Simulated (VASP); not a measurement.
Write the native input for VASP 6.6.1 that does the following.

| Item | Value |
| --- | --- |
| Task | single point |
| Functional | r2SCAN |
| Potentials or basis | VASP PAW PBE potentials, release 64 (Li_sv, Cl) |
| Cutoff | 520 eV |
| k mesh | 8 × 8 × 8 |
| Occupations | gaussian, width 0.02 eV |
| Spin | no spin polarisation |
| Dipole correction | no |
| Further INCAR settings | ALGO = Normal; EDIFF = 1e-07; NBANDS = 12 |

Crystal: LiCl.

```
CELL_PARAMETERS angstrom
0.00000 2.60634 2.60634
2.60634 0.00000 2.60634
2.60634 2.60634 0.00000
ATOMIC_POSITIONS crystal
Li 0.00000 0.00000 0.00000
Cl 0.50000 0.50000 0.50000
```

This cell differs from its parent crystal: volume scaled by 1.06.

These files were run (other wordings do the same):

POSCAR

```
LiCl
1.0
    0.0000000000      2.6063368195      2.6063368195
    2.6063368195      0.0000000000      2.6063368195
    2.6063368195      2.6063368195      0.0000000000
Li Cl
1 1
Direct
    0.0000000000      0.0000000000      0.0000000000
    0.5000000000      0.5000000000      0.5000000000
```

INCAR.step1

```
SYSTEM = LiCl
PREC = Accurate ; ENCUT = 520
ISMEAR = 0 ; SIGMA = 0.02
LREAL = .False. ; LASPH = .True.
NELM = 100 ; NBANDS = 12
GGA = PE ; ALGO = Normal
EDIFF = 1E-4 ; LWAVE = .True.
LCHARG = .False.
```

INCAR.step2

```
SYSTEM = LiCl
PREC = Accurate ; ENCUT = 520
EDIFF = 1E-7 ; ISMEAR = 0
SIGMA = 0.02 ; LREAL = .False.
LASPH = .True. ; NELM = 100
ALGO = Normal ; ISIF = 2
LWAVE = .False. ; LCHARG = .False.
METAGGA = R2SCAN ; LMIXTAU = .True.
NBANDS = 12 ; ISTART = 1
```

KPOINTS

```
regular mesh
0
Gamma
  8 8 8
  0 0 0
```

Potentials or basis: VASP PAW PBE potentials, release 64 (Li_sv, Cl).

The run is started by

```sh
$ cat potpaw_PBE.64/Li_sv/POTCAR potpaw_PBE.64/Cl/POTCAR > POTCAR
$ cp INCAR.step1 INCAR
$ mpirun -np 1 vasp_std > vasp.out
$ cp INCAR.step2 INCAR
$ mpirun -np 1 vasp_std > vasp.out
```

Results of the run:

The band gap on the k mesh is 7.01 eV, direct.

Wall time 39 s on 1 thread of Intel(R) Xeon(R) Platinum 8488C (Sapphire Rapids) (shared host), peak memory 0.15 GiB.
